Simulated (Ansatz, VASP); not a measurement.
## MgBe2Te2O in VASP and in Ansatz

```
Mg Be Te O
1.0
     3.63310    0.00000    0.00000
     0.00000    3.63310    0.00000
     0.00000    0.00000    7.73182
Mg Be Te O
1 2 2 1
Direct
  0.00000 0.00000 0.50000
  0.00000 0.50000 0.00000
  0.50000 0.00000 0.00000
  0.50000 0.50000 0.26619
  0.50000 0.50000 0.73381
  0.00000 0.00000 0.00000
```

Change from the starting cell: species swapped into the YCr2Si2C type (P4/mmm, No. 123).

Alike in both runs: functional PBE; k mesh 6 × 6 × 2; occupations gaussian, width 0.1 eV; no spin polarisation.

Ansatz relaxed the structure, and its values are those at the end. VASP's run is a single point on that final structure, the one shown.

|  | VASP | Ansatz |
| --- | --- | --- |
| version | VASP 6.6.1 | Ansatz 0.2.0 |
| potentials or method | VASP PAW PBE potentials, release 64 (Mg, Be, Te, O), cutoff 520 eV | scalar-relativistic, plane waves, PAW |
| valence electrons in the cell | 24 | 52 |

|  | VASP | Ansatz | Ansatz less VASP |
| --- | --- | --- | --- |
| gap on the k mesh at the Fermi level (eV) | none | none | - |
| pressure (GPa) | -0.2 | -0.2 | -0.02 |
| rms of the force components (eV/Å) | 0.006 | 0.002 | -0.0042 |

A gap of «none» marks a metal or a gap that the smearing closes. VASP's potentials hold 24 valence electrons a cell and Ansatz's 52, so a difference there can come from the potentials and not from the codes.

The k mesh is coarse, so the values compare programs but aren't converged. Neither program's run includes spin-orbit coupling.
